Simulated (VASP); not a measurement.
Set up this calculation in VASP 6.6.1, as the native input.

* Task: single point
* Functional: RPBE
* Potentials or basis: VASP PAW PBE potentials, release 64 (Te, Sb, Ge_d)
* Cutoff: 520 eV
* k mesh: 7 × 7 × 2
* Occupations: fermi-dirac, width 0.05 eV
* Spin: no spin polarisation
* Dipole correction: no
* Further INCAR settings: ALGO = Normal; EDIFF = 1e-06; NBANDS = 44

The structure of Ge2Sb2Te5 lies in POSCAR:

```
Ge2Sb2Te5
1.0
    4.3340928453      0.0000000000      0.0000000000
   -2.1670464226      3.7534345064      0.0000000000
    0.0000000000      0.0000000000     20.0822414481
Te Sb Ge
5 2 2
Direct
    0.6666666667      0.3333333333      0.3597365816
    0.3333333333      0.6666666667      0.6402634184
    0.3333333333      0.6666666667      0.1724575474
    0.6666666667      0.3333333333      0.8275424526
    0.0000000000      0.0000000000      0.0000000000
    0.0000000000      0.0000000000      0.2750610199
    0.0000000000      0.0000000000      0.7249389801
    0.6666666667      0.3333333333      0.0875685594
    0.3333333333      0.6666666667      0.9124314406
```

The input as run:

INCAR

```
ALGO     = Normal         # electronic algorithm
EDIFF    = 1E-6           # SCF threshold, eV
ENCUT    = 520            # plane-wave cutoff, eV
GGA      = RP             # functional
ISIF     = 2              # what is computed and relaxed
ISMEAR   = -1             # smearing method
LASPH    = True           # aspherical terms in the spheres
LCHARG   = False          # write CHGCAR
LREAL    = False          # projectors in reciprocal space
LWAVE    = False          # write WAVECAR
NBANDS   = 44             # bands
NELM     = 60             # most SCF steps
PREC     = Accurate       # precision mode
SIGMA    = 0.05           # smearing width, eV
```

KPOINTS

```
k-points
0
Gamma
  7 7 2
```

Potentials or basis: VASP PAW PBE potentials, release 64 (Te, Sb, Ge_d).

Command:

```bash
$ cat potpaw_PBE.64/Te/POTCAR potpaw_PBE.64/Sb/POTCAR potpaw_PBE.64/Ge_d/POTCAR > POTCAR
$ mpirun -np 1 vasp_std > vasp.out
```

Results of the run:

```json
{"Pressure": "-0.1 GPa", "Largest force": "0.015 eV/Å", "Band gap on the k mesh": "0.83 eV (least direct gap 0.98 eV)"}
```

Caveat: the PAW data sets were made with another functional, which shifts forces and pressure a little; spin-orbit coupling is left out, which moves the levels of the heavy elements; an odd mesh through Γ misses points on the zone boundary, where band edges can lie.

It took 6.1 min on 1 thread of AMD EPYC 7R43 64-Core Processor (Zen 3), on a shared host, peak memory 0.49 GiB.
